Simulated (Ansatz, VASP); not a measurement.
## C: VASP beside Ansatz

```
CELL_PARAMETERS angstrom
0.00000 1.78337 1.78337
1.78337 0.00000 1.78337
1.78337 1.78337 0.00000
ATOMIC_POSITIONS crystal
C 0.25000 0.25000 0.25000
C 0.00000 0.00000 0.00000
```

Alike in both runs: task relaxation of cell and atoms; functional PBEsol; dispersion D4; k mesh 13 × 13 × 13; occupations tetrahedron; no spin polarisation.

|  | VASP | Ansatz |
| --- | --- | --- |
| version | VASP 6.6.1 | Ansatz 0.2.0 |
| potentials or method | VASP PAW PBE potentials, release 64 (C) | Ansatz PAW |
| plane-wave cutoff (eV) | 600 | 420 |
| valence electrons in the cell | 8 | 8 |

|  | VASP | Ansatz | Ansatz less VASP |
| --- | --- | --- | --- |
| gap on the k mesh at the Fermi level, each at its own relaxed structure (eV) | 4.05 | 4.06 | +0.009 |
| relaxed volume (Å³/atom) | 5.58 | 5.57 | -0.005 |
| relaxed cell length with the largest relative difference (Å) | 2.508 | 2.507 | -0.0008 |

VASP's potentials were made for PBE, not for PBEsol.

Noted on Ansatz's run: Pulay correction over one GPa; odd divisions of the mesh miss points on the zone boundary, where band edges often lie, so the gap on the mesh can be too wide; the plane-wave basis is chosen anew once the cell has moved, so the energies of steps on either side of that aren't comparable.
